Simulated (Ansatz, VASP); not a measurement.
**As in VASP and in Ansatz**

File POSCAR:

```
As
1.0
    4.7076625819      0.0000000000      0.0000000000
   -2.3538312910      4.0769553884      0.0000000000
    0.0000000000      0.0000000000      2.7248384135
As
3
Direct
    0.0000000000      1.0000000000      0.0000000000
    0.3333333333      0.6666666667      0.5000000000
    0.6666666667      0.3333333333      0.5000000000
```

The input INCAR.step1:

```
ALGO     = Normal         # electronic algorithm
EDIFF    = 1E-4           # SCF threshold, eV
ENCUT    = 520            # plane-wave cutoff, eV
GGA      = PE             # functional
ISMEAR   = -1             # smearing method
LASPH    = True           # aspherical terms in the spheres
LCHARG   = False          # write CHGCAR
LREAL    = False          # projectors in reciprocal space
LWAVE    = True           # write WAVECAR
NBANDS   = 14             # bands
NELM     = 100            # most SCF steps
PREC     = Accurate       # precision mode
SIGMA    = 0.1            # smearing width, eV
```

File INCAR.step2:

```
ALGO     = Normal         # electronic algorithm
EDIFF    = 1E-6           # SCF threshold, eV
ENCUT    = 520            # plane-wave cutoff, eV
ISIF     = 2              # what is computed and relaxed
ISMEAR   = -1             # smearing method
ISTART   = 1            
LASPH    = True           # aspherical terms in the spheres
LCHARG   = True           # write CHGCAR
LELF     = True           # ELF
LMIXTAU  = True         
LREAL    = False          # projectors in reciprocal space
LVHAR    = True         
LWAVE    = False          # write WAVECAR
METAGGA  = R2SCAN         # meta-GGA
NBANDS   = 14             # bands
NELM     = 100            # most SCF steps
PREC     = Accurate       # precision mode
SIGMA    = 0.1            # smearing width, eV
```

The input KPOINTS:

```
k-points
0
Gamma
  9 9 13
```

Input for Ansatz:

```yaml
crystal:
  lattice:
    - [4.7076625819, 0.0, 0.0]
    - [-2.353831291, 4.0769553884, 0.0]
    - [0.0, 0.0, 2.7248384135]
  atoms:
    - { symbol: As, position: [0.0, 1.0, 0.0] }
    - { symbol: As, position: [0.3333333333, 0.6666666667, 0.5] }
    - { symbol: As, position: [0.6666666667, 0.3333333333, 0.5] }
hamiltonian:
  xc: r2scan
  pseudopotentials:
    kind: paw
    azcp:
      As: "pseudopotentials/As.paw.azcp"
basis:
  ecutwfc: 500
  fft_grid_basis: typed
kpoints:
  mp_grid: { grid: [9, 9, 13], shift: [0, 0, 0] }
magnetization:
  spin_polarized: false
scf:
  occupations: { method: fermi_dirac, width: 0.1 }
  lower_state_search: "off"
output:
  stress: true
```

Alike in both runs: task single point; functional r2SCAN; k mesh 9 × 9 × 13; occupations fermi-dirac, width 0.1 eV; no spin polarisation.

|  | VASP | Ansatz |
| --- | --- | --- |
| version | VASP 6.6.1 | Ansatz 0.2.0 |
| potentials or method | VASP PAW PBE potentials, release 64 (As), cutoff 520 eV | plane waves (500 eV) with PAW, scalar-relativistic |
| valence electrons in the cell | 15 | 45 |

|  | VASP | Ansatz | Ansatz less VASP |
| --- | --- | --- | --- |
| pressure (GPa) | 8.8 | 8.8 | +0.04 |
| traceless stress, the component that is largest in VASP (GPa) | 2.97 | 2.97 | -0.006 |

VASP's potentials were made for PBE, not for r2SCAN. The functional is the same, so the differences come from potentials, cutoffs and numerics. VASP's potentials hold 15 valence electrons a cell and Ansatz's 45, so a difference there can come from the potentials and not from the codes.
